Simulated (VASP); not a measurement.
Runs of VASP 6.6.1 on TaC. The structure is that of space group Fm-3m (No. 225), or close to it. The cells are those of the table. 

```tsv
cell	gap on the mesh (eV)	pressure (GPa)
a = 3.267 Å, angles 60.0°, 2 atoms	none	-24.9
a = 3.032 Å, angles 60.0°, 2 atoms	none	55.4
a = 3.227 Å, angles 60.0°, 2 atoms	none	-16.3
a = 3.164 Å, angles 60.0°, 2 atoms	none	(a)
```

Alike in all rows: task single point; level PBE; potentials or basis VASP PAW PBE potentials, release 64 (Ta_pv, C); no spin polarisation; k mesh 16 × 16 × 16; smearing gaussian 0.1 eV.

**Question.** Fill in the values left out.

**Answer.** (a) 0.6.

Caveats: spin-orbit coupling is left out, which moves the levels of the heavy elements; the cell stands under tension (at least some runs); the cell stands under pressure (at least some runs).

A k mesh can miss the band edges, and the runs leave out spin-orbit coupling on Ta.

A gap of «none» marks levels without a gap at the run's occupations.
